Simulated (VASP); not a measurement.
**TaN: relaxation of shape and atoms at fixed volume with PBE**

Crystal: TaN.

```
Ta N
1.0
     3.18310    0.00000    0.00000
    -1.59155    2.75665    0.00000
     0.00000    0.00000    6.16545
Ta N
2 2
Direct
  0.33333 0.66667 0.03055
  0.66667 0.33333 0.53055
  0.33333 0.66667 0.35445
  0.66667 0.33333 0.85445
```

```json
{
  "Program": "VASP 6.6.1",
  "Task": "relaxation of shape and atoms at fixed volume",
  "Functional": "PBE",
  "Potentials or basis": "VASP PAW PBE potentials, release 64 (Ta_pv, N)",
  "Cutoff": "600 eV",
  "k mesh": "18 × 18 × 8",
  "Occupations": "gaussian, width 0.1 eV",
  "Spin": "no spin polarisation",
  "Dipole correction": "no",
  "Further INCAR settings": "ALGO = Normal; EDIFF = 1e-06; IBRION = 2; EDIFFG = -0.01; NSW = 50; ISIF = 4"
}
```

```
Energy gained by relaxing    : 0.5 meV/atom
Ionic steps                  : 5
Pressure after relaxing      : -6.3 GPa
Largest force after relaxing : 0.003 eV/Å
Band gap on the k mesh       : zero (bands 16 and 17 overlap by 0.45 eV)
```

Forces on the atoms (eV/Å):
```
Ta   0.000  0.000  0.003
Ta   0.000  0.000  0.003
N    0.000  0.000 -0.003
N    0.000  0.000 -0.003
```

Step by step:
```
step  energy change (eV)  largest force (eV/Å)  pressure (GPa)  volume (Å³)
   1              0.0000                0.0196           -6.76        54.10
   2             -0.0003                0.1683           -6.22        54.10
   3             -0.0011                0.0819           -6.48        54.10
   4             -0.0018                0.0160           -6.35        54.10
   5             -0.0019                0.0034           -6.32        54.10
```

Final structure:
```xyz
4
Lattice="3.1923 0.0000 0.0000 -1.5962 2.7646 0.0000 0.0000 0.0000 6.1298" Properties=species:S:1:pos:R:3 pbc="T T T"
Ta    0.0000    1.8431    0.1834
Ta    1.5962    0.9216    3.2483
N     0.0000    1.8431    2.1766
N     1.5962    0.9216    5.2415
```

Levels at points of the mesh, in eV from the Fermi level:
```tsv
k point	band 14	band 15	band 16	band 17	band 18	band 19
(0.00, 0.00, 0.00)	-4.42	-0.88	-0.64	0.12	0.12	2.06
(0.50, 0.00, 0.00)	-3.63	-2.17	-0.53	1.13	2.05	2.52
(0.00, 0.00, 0.50)	-4.88	0.21	0.21	0.92	0.92	0.92
(0.50, 0.00, 0.50)	-4.67	-0.87	-0.87	1.42	1.42	3.07
```

Run time: 4.5 min on 1 thread of Intel(R) Xeon(R) 6975P-C (Granite Rapids), on a shared host, peak memory 0.36 GiB.

Caveat: spin-orbit coupling is left out, which moves the levels of the heavy elements.
